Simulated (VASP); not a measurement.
# ScSiC3 (P6/mmm) in VASP: further runs

Runs on ScSiC3. Level: PBE. Tasks: single point, relaxation of cell and atoms.

Program: VASP 6.6.1. These are calculated values, not measurements. Logs are shortened: lines on timing, memory, paths and dates and some standing lists are left out, and cuts for length are marked.

### 1 The cell of the first run

It takes space group P6/mmm (No. 191, hexagonal). The conventional cell has a = 3.983 Å, b = 3.983 Å, c = 5.024 Å, α = 90.00°, β = 90.00°, γ = 120.00°. Sc (site symmetry 6/mmm) has 2 Si at 2.51 Å and 12 C at 3.21 Å within 3.3 Å. Si (site symmetry 6/mmm) has 6 C at 1.99 Å and 2 Sc at 2.51 Å within 2.6 Å. C (site symmetry mmm) has 2 Si at 1.99 Å and 4 C at 1.99 Å within 2.6 Å.

### 2 Single point, PBE

The input, INCAR:

```
SYSTEM = ScSiC3
ALGO = Normal ; EDIFF = 1E-7
ENCUT = 520 ; GGA = PE
ISIF = 2 ; ISMEAR = 0
LASPH = .TRUE. ; LCHARG = .TRUE.
LELF = .TRUE. ; LREAL = .FALSE.
LVHAR = .TRUE. ; LWAVE = .FALSE.
NBANDS = 22 ; NELM = 60
PREC = Accurate ; SIGMA = 0.1
```

The input, KPOINTS:

```
k-points
0
G
  12 12 8
  0 0 0
```

The input, POSCAR:

```
ScSiC3
1.0
    3.9825059824      0.0000000000      0.0000000000
   -1.9912529912      3.4489513515      0.0000000000
    0.0000000000      0.0000000000      5.0240955289
Sc Si C
1 1 3
Direct
    0.0000000000      0.0000000000      0.5000000000
    0.0000000000      0.0000000000      0.0000000000
    0.5000000000      0.0000000000      0.0000000000
    0.0000000000      0.5000000000      0.0000000000
    0.5000000000      0.5000000000      0.0000000000
```

Potentials or basis: VASP PAW PBE potentials, release 64 (Sc_sv, Si, C).

Launch:

```bash
cat potpaw_PBE.64/Sc_sv/POTCAR potpaw_PBE.64/Si/POTCAR potpaw_PBE.64/C/POTCAR > POTCAR
mpirun -np 1 vasp_std > vasp.out
```

OUTCAR:

```text
SYSTEM = ScSiC3
   EDIFF = 1E-7
   ENCUT = 520
   GGA = PE
   ISIF = 2
   ISMEAR = 0
   LASPH = .TRUE.
   LREAL = .FALSE.
   NELM = 60
   PREC = Accurate

 ion  position               nearest neighbor table
   1  0.000  0.000  0.500-   2 2.51   2 2.51
   2  0.000  0.000  0.000-   3 1.99   3 1.99   5 1.99   4 1.99   4 1.99   5 1.99   1 2.51   1 2.51

   3  0.500  0.000  0.000-   2 1.99   2 1.99   5 1.99   5 1.99   4 1.99   4 1.99
   4  0.000  0.500  0.000-   5 1.99   5 1.99   2 1.99   2 1.99   3 1.99   3 1.99
   5  0.500  0.500  0.000-   4 1.99   4 1.99   2 1.99   3 1.99   3 1.99   2 1.99

  LATTYP: Found a hexagonal cell.
 ALAT       =     3.9825059824
 C/A-ratio  =     1.2615412384

  Lattice vectors:

 A1 = (   3.9825059824,   0.0000000000,   0.0000000000)
 A2 = (  -1.9912529912,   3.4489513515,   0.0000000000)
 A3 = (   0.0000000000,   0.0000000000,   5.0240955289)

Analysis of symmetry for initial positions (statically):
=====================================================================
 Subroutine PRICEL returns:
 Original cell was already a primitive cell.

 Routine SETGRP: Setting up the symmetry group for a
 hexagonal supercell.

 Subroutine GETGRP returns: Found 24 space group operations
 (whereof 24 operations were pure point group operations)
 out of a pool of 24 trial point group operations.

The static configuration has the point symmetry D_6h.

Analysis of symmetry for dynamics (positions and initial velocities):
=====================================================================
 Subroutine PRICEL returns:
 Original cell was already a primitive cell.

 Routine SETGRP: Setting up the symmetry group for a
 hexagonal supercell.

 Subroutine GETGRP returns: Found 24 space group operations
 (whereof 24 operations were pure point group operations)
 out of a pool of 24 trial point group operations.

The dynamic configuration has the point symmetry D_6h.

 Subroutine INISYM returns: Found 24 space group operations
 (whereof 24 operations are pure point group operations),
 and found     1 'primitive' translations

----------------------------------------------------------------------------------------

                                     Primitive cell

  volume of cell :      69.0083

  direct lattice vectors                    reciprocal lattice vectors
     3.982505982  0.000000000  0.000000000     0.251098179  0.144971601  0.000000000
    -1.991252991  3.448951351  0.000000000     0.000000000  0.289943202  0.000000000
     0.000000000  0.000000000  5.024095529     0.000000000  0.000000000  0.199040801

  length of vectors
     3.982505982  3.982505982  5.024095529     0.289943202  0.289943202  0.199040801

  position of ions in fractional coordinates (direct lattice)
     0.000000000  0.000000000  0.500000000
     0.000000000  0.000000000  0.000000000
     0.500000000  0.000000000  0.000000000
     0.000000000  0.500000000  0.000000000
     0.500000000  0.500000000  0.000000000

  ion indices of the primitive-cell ions
   primitive index   ion index
                 1           1
                 2           2
                 3           3
                 4           4
                 5           5

----------------------------------------------------------------------------------------

 KPOINTS: k-points

Automatic generation of k-mesh.
 Grid dimensions read from file:
 generate k-points for:   12   12    8

 Generating k-lattice:

  Cartesian coordinates                     Fractional coordinates (reciprocal lattice)
     0.020924848  0.012080967  0.000000000     0.083333333  0.000000000  0.000000000
     0.000000000  0.024161934  0.000000000     0.000000000  0.083333333  0.000000000
     0.000000000  0.000000000  0.024880100     0.000000000  0.000000000  0.125000000

  Length of vectors
     0.024161934  0.024161934  0.024880100

  Shift w.r.t. Gamma in fractional coordinates (k-lattice)
     0.000000000  0.000000000  0.000000000

 Subroutine IBZKPT returns following result:
 ===========================================

 Found     95 irreducible k-points:

 Following reciprocal coordinates:
            Coordinates               Weight
  0.000000  0.000000  0.000000      1.000000
  0.083333 -0.000000  0.000000      6.000000
  0.166667 -0.000000  0.000000      6.000000
  0.250000  0.000000  0.000000      6.000000
  0.333333  0.000000  0.000000      6.000000
  0.416667 -0.000000  0.000000      6.000000
[... 16 lines left out ...]
  0.250000  0.000000  0.125000     12.000000
  0.333333  0.000000  0.125000     12.000000
 [... further k-points ...]
   k-points           NKPTS =     95   k-points in BZ     NKDIM =     95   number of bands    NBANDS=     22
   number of dos      NEDOS =    301   number of ions     NIONS =      5
   total plane-waves  NPLWV =  36000
   dimension x,y,z NGX =    30 NGY =   30 NGZ =   40
   dimension x,y,z NGXF=    60 NGYF=   60 NGZF=   80
   ions per type =               1   1   3
   NGX,Y,Z   is equivalent  to a cutoff of  12.52, 12.52, 13.24 a.u.
   NGXF,Y,Z  is equivalent  to a cutoff of  25.05, 25.05, 26.47 a.u.
 SYSTEM =  ScSiC3
   PREC   = accura    normal or accurate (medium, high low for compatibility)
   ISTART =      0    job   : 0-new  1-cont  2-samecut
   ICHARG =      2    charge: 1-file 2-atom 10-const
   ISPIN  =      1    spin polarized calculation?
   LNONCOLLINEAR =      F non collinear calculations
   LSORBIT =      F    spin-orbit coupling
   LASPH  =      T    aspherical Exc in radial PAW
   ENCUT  =  520.0 eV  38.22 Ry    6.18 a.u.   7.40  7.40  9.34*2*pi/ulx,y,z
   NELM   =     60;   NELMIN=  2; NELMDL= -5     # of ELM steps
   EDIFF  = 0.1E-06   stopping-criterion for ELM
   LREAL  =      F    real-space projection
   EDIFFG = 0.1E-05   stopping-criterion for IOM
   NSW    =      0    number of steps for IOM
   IBRION =     -1    ionic relax: 0-MD 1-quasi-New 2-CG
   NFREE  =      0    steps in history (QN), initial steepest desc. (CG)
   ISIF   =      2    stress and relaxation
   ISYM   =      2    0-nonsym 1-usesym 2-fastsym
   POTIM  = 0.5000    time-step for ionic-motion
   TEBEG  =    0.0;   TEEND  =   0.0 temperature during run
   PSTRESS=    0.0 pullay stress
   NELECT =      27.0000    total number of electrons
   NUPDOWN=      -1.0000    fix difference up-down
   EMIN   =  10.00;   EMAX   =-10.00  energy-range for DOS
   EFERMI =   0.00;   METHOD = LEGACY
   ISMEAR =     0;   SIGMA  =   0.10  broadening in eV -4-tet -1-fermi 0-gaus
   EFERMI_NEDOS =   21; number of points for ismear=-14 and -15
   IALGO  =     38    algorithm
   IMIX   =      4    mixing-type and parameters
     AMIX     =   0.40;   BMIX     =  1.00
     AMIX_MAG =   1.60;   BMIX_MAG =  1.00
  volume/ion in A,a.u.               =      13.80        93.14
  Fermi-wavevector in a.u.,A,eV,Ry     =   1.197372  2.262704 19.506656  1.433699
  Thomas-Fermi vector in A             =   2.333288
   LORBIT       =      0    0 simple, 1 ext, 2 COOP (PROOUT), +10 PAW based schemes
   GGA     = PE    functional components
   LHFCALC =     F    Hartree Fock is set to
   AEXX    =    0.0000 exact exchange contribution
   IVDW    =     0    specifies the selected vdW correction
   LEPSILON=     F    determine dielectric tensor
   LRPA    =     F    only Hartree local field effects (RPA)
 non-spin polarized calculation
 Gauss-broadening in eV      SIGMA  =   0.10
  energy-cutoff  :      520.00
  volume of cell :       69.01
 maximum number of plane-waves:      1890
 NGX is ok and might be reduce to    30
   NGX = 15   NGY = 15   NGZ = 19

 number of electron      27.0000000 magnetization

 Free energy of the ion-electron system (eV)
  ---------------------------------------------------
  ext. energy  EPLUGINS =         0.00000000
  ---------------------------------------------------
  free energy    TOTEN  =       -27.67344897 eV

  energy without entropy =      -27.65776074  energy(sigma->0) =      -27.66560486

 E-fermi :   5.4842     XC(G=0): -10.1884

 val. band max:        5.4811247494   @ k =   0.2500   0.0000   0.1250
 cond. band min:       5.4866566802   @ k =   0.0833  -0.0000   0.3750
 fundamental gap:      0.0055319307
 Fermi energy:         5.4841557658

 k-point     1 :       0.0000    0.0000    0.0000
  band No.  band energies     occupation
      1     -44.7553      2.00000
      2     -23.4742      2.00000
      3     -23.4742      2.00000
      4     -23.2329      2.00000
      5     -11.4809      2.00000
      6      -2.2352      2.00000
[... 14 lines left out ...]
     21       9.4633      0.00000
     22      10.8729      0.00000

 k-point     2 :       0.0833   -0.0000    0.0000
  band No.  band energies     occupation
      1     -44.7552      2.00000
      2     -23.4766      2.00000
      3     -23.4748      2.00000
      4     -23.2326      2.00000
      5     -11.4084      2.00000
      6      -3.2208      2.00000
[... 14 lines left out ...]
     21       9.3343      0.00000
     22      10.6465      0.00000

 k-point     3 :       0.1667   -0.0000    0.0000
  band No.  band energies     occupation
      1     -44.7547      2.00000
      2     -23.4830      2.00000
      3     -23.4764      2.00000
      4     -23.2316      2.00000
      5     -11.1915      2.00000
      6      -4.5355      2.00000
[... 14 lines left out ...]
     21       9.3608      0.00000
     22       9.9652      0.00000

 k-point     4 :       0.2500    0.0000    0.0000
  band No.  band energies     occupation
      1     -44.7541      2.00000
      2     -23.4917      2.00000
      3     -23.4786      2.00000
      4     -23.2303      2.00000
      5     -10.8318      2.00000
      6      -5.7814      2.00000
[... 14 lines left out ...]
     21       8.9093      0.00000
     22       9.6664      0.00000

 k-point     5 :       0.3333    0.0000    0.0000
  band No.  band energies     occupation
      1     -44.7535      2.00000
      2     -23.5004      2.00000
      3     -23.4808      2.00000
      4     -23.2290      2.00000
      5     -10.3327      2.00000
      6      -6.9258      2.00000
[... 417 lines left out ...]
 k-point    22 :       0.1667   -0.0000    0.1250
  band No.  band energies     occupation
      1     -44.7547      2.00000
      2     -23.4829      2.00000
      3     -23.4764      2.00000
      4     -23.2331      2.00000
      5     -11.1785      2.00000
      6      -4.5338      2.00000
[... 14 lines left out ...]
     21       9.9661      0.00000
     22      10.0905      0.00000

 k-point    23 :       0.2500    0.0000    0.1250
  band No.  band energies     occupation
      1     -44.7540      2.00000
      2     -23.4916      2.00000
      3     -23.4786      2.00000
      4     -23.2317      2.00000
      5     -10.8201      2.00000
      6      -5.7778      2.00000
[... 14 lines left out ...]
     21       8.9115      0.00000
     22      10.0486      0.00000

 k-point    24 :       0.3333    0.0000    0.1250
  band No.  band energies     occupation
      1     -44.7534      2.00000
      2     -23.5003      2.00000
      3     -23.4808      2.00000
      4     -23.2303      2.00000
      5     -10.3229      2.00000
      6      -6.9201      2.00000
[... 14 lines left out ...]
     21       8.1627      0.00000
     22       9.7538      0.00000

 [... further k-points ...]
[... 5 lines left out ...]
  --------------------------------------------------------------------------------------
  -------------------------------------------------------------------------------------
  Total        0.0062869      0.0062869      0.0456615      0.0000000      0.0000000      0.0000000
  in kB        0.1459644      0.1459644      1.0601307      0.0000000      0.0000000      0.0000000
  external PRESSURE =       0.4506865 kB  Pullay stress =       0.0000000 kB

 VOLUME and BASIS-vectors are now :
 -----------------------------------------------------------------------------
  energy-cutoff  :      520.00
  volume of cell :       69.01
      direct lattice vectors                 reciprocal lattice vectors
     3.982505982  0.000000000  0.000000000     0.251098179  0.144971601  0.000000000
    -1.991252991  3.448951351  0.000000000     0.000000000  0.289943202  0.000000000
     0.000000000  0.000000000  5.024095529     0.000000000  0.000000000  0.199040801

 POSITION                                       TOTAL-FORCE (eV/Angst)
 -----------------------------------------------------------------------------------
      0.00000      0.00000      2.51205        -0.000000      0.000000      0.000000
      0.00000      0.00000      0.00000         0.000000      0.000000      0.000000
      1.99125      0.00000      0.00000         0.000000      0.000000      0.000000
     -0.99563      1.72448      0.00000         0.000000      0.000000      0.000000
      0.99563      1.72448      0.00000         0.000000      0.000000      0.000000
 -----------------------------------------------------------------------------------
    total drift:                               -0.000000      0.000000      0.000000

  FREE ENERGIE OF THE ION-ELECTRON SYSTEM (eV)
  ---------------------------------------------------
  free  energy   TOTEN  =       -27.6734489721 eV

  energy  without entropy=      -27.6577607394  energy(sigma->0) =      -27.66560486
```

Run time: 79 s. Hardware: 1 thread of AMD EPYC 9R45 (Zen 5), shared host; peak memory 0.25 GiB.

Results:

| Quantity | Value |
| --- | --- |
| Free energy | -27.6734 eV |
| Pressure | 0.0 GPa |

Levels at points of the mesh, in eV from the Fermi level:
| k point | band 9 | band 10 | band 11 | band 12 | band 13 | band 14 | band 15 | band 16 | band 17 | band 18 |
| --- | --- | --- | --- | --- | --- | --- | --- | --- | --- | --- |
| (0.00, 0.00, 0.00) | -6.97 | -6.97 | -6.27 | -3.13 | -1.79 | 1.14 | 1.14 | 1.16 | 1.16 | 1.22 |
| (0.50, 0.00, 0.00) | -4.27 | -3.35 | -1.28 | -0.54 | -0.28 | -0.11 | -0.08 | 1.11 | 1.75 | 2.06 |
| (0.00, 0.00, 0.50) | -7.22 | -6.94 | -6.94 | -1.84 | -1.01 | 0.09 | 0.09 | 1.80 | 1.91 | 1.91 |
| (0.50, 0.00, 0.50) | -4.57 | -4.33 | -1.24 | -0.77 | -0.16 | 0.17 | 0.62 | 1.23 | 1.74 | 1.85 |

### 3 Relaxation of cell and atoms, PBE

This run uses another cell than the first one, of 14.12 Å³/atom, 1.023 times its volume.

The input, INCAR:

```
SYSTEM = ScSiC3
PREC = Accurate
ENCUT = 600
EDIFF = 1E-6
ISMEAR = 0
SIGMA = 0.1
LREAL = .FALSE.
LASPH = .TRUE.
NELM = 100
ALGO = Normal
ISIF = 3
LWAVE = .FALSE.
LCHARG = .FALSE.
GGA = PE
IBRION = 2
NSW = 90
EDIFFG = -0.04
```

The input, KPOINTS:

```
regular mesh
0
G
  6 6 4
  0 0 0
```

POSCAR, as its differences from that of step 2:

```diff
@@ -2,5 +2,5 @@
 1.0
-    3.9825059824      0.0000000000      0.0000000000
-   -1.9912529912      3.4489513515      0.0000000000
-    0.0000000000      0.0000000000      5.0240955289
+    4.4293369000      0.0000000000      0.0000000000
+   -2.2146684500      3.8359182800      0.0000000000
+    0.0000000000      0.0000000000      4.1555541600
 Sc Si C
```

Potentials or basis: VASP PAW PBE potentials, release 64 (Sc_sv, Si, C).

Launch:

```bash
cat potpaw_PBE.64/Sc_sv/POTCAR potpaw_PBE.64/Si/POTCAR potpaw_PBE.64/C/POTCAR > POTCAR
mpirun -np 1 vasp_std > vasp.out
```

Run time: 58 s. Hardware: 1 thread of AMD EPYC 9R45 (Zen 5), shared host; peak memory 0.2 GiB.

It converged, with:

* Free energy: -27.6861 eV
* Relaxed volume: 13.74 Å³/atom
* Relaxed cell: a = 3.988 Å, b = 3.988 Å, c = 4.989 Å, α = 90.00°, β = 90.00°, γ = 120.00°
* Space group after relaxing (to 0.05 Å): P6/mmm (No. 191)
* Energy gained by relaxing: 614.3 meV/atom
* Ionic steps: 5
* Pressure after relaxing: 0.0 GPa

Stress tensor (GPa, compression positive):
```
 0.05  0.00  0.00
 0.00  0.05  0.00
 0.00  0.00 -0.21
```

The path:
```csv
step,energy change (eV),largest force (eV/Å),pressure (GPa),volume (Å³)
1,0.0000,0.0000,0.40,70.61
2,-3.0142,0.0000,1.12,68.25
3,-3.0712,0.0000,-0.38,68.97
4,-3.0712,0.0000,-0.21,68.90
5,-3.0716,0.0000,-0.03,68.72
```

Final structure:
```
CELL_PARAMETERS angstrom
3.98811 0.00000 0.00000
-1.99406 3.45381 0.00000
0.00000 0.00000 4.98919
ATOMIC_POSITIONS crystal
Sc 0.00000 0.00000 0.50000
Si 0.00000 0.00000 0.00000
C 0.50000 0.00000 0.00000
C 0.00000 0.50000 0.00000
C 0.50000 0.50000 0.00000
```

Levels at points of the mesh, in eV from the Fermi level:
```tsv
k point	band 11	band 12	band 13	band 14	band 15	band 16
(0.00, 0.00, 0.00)	-6.19	-3.12	-1.70	1.21	1.21	1.25
(0.50, 0.00, 0.00)	-1.23	-0.50	-0.24	-0.08	0.01	1.15
(0.00, 0.00, 0.50)	-6.90	-1.80	-0.94	0.12	0.12	1.92
(0.50, 0.00, 0.50)	-1.19	-0.73	-0.14	0.20	0.68	1.24
```

Caveat: the k points lie up to 0.31 Å⁻¹ apart in the final cell.
